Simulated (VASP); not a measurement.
A run of VASP 6.6.1:

File INCAR:

```
PREC = Accurate ; ENCUT = 520
EDIFF = 1E-6 ; ISMEAR = -1
SIGMA = 0.1 ; LREAL = False
LASPH = True ; NELM = 60
ALGO = Normal ; ISIF = 2
LWAVE = False ; LCHARG = True
GGA = PE ; LELF = True
LVHAR = True ; NBANDS = 9
```

File KPOINTS:

```
Automatic mesh
0
Gamma
  13 13 13
```

The input POSCAR:

```
Te
1.0
   -1.9247105964      1.9247105964      1.9247105964
    1.9247105964     -1.9247105964      1.9247105964
    1.9247105964      1.9247105964     -1.9247105964
Te
1
Direct
    0.0000000000      0.0000000000      0.0000000000
```

Potentials or basis: VASP PAW PBE potentials, release 64 (Te).

Launch:

```sh
$ cat potpaw_PBE.64/Te/POTCAR > POTCAR
$ mpirun -np 1 vasp_std > vasp.out
```

Hardware: 1 thread of Intel Xeon 6975P-C (shared host).

Q: Estimate the wall time of this run.

A: Run time: 39 s on 1 thread of Intel Xeon 6975P-C (shared host), peak memory 0.17 GiB. Counts: scf iterations 11, k points 84.
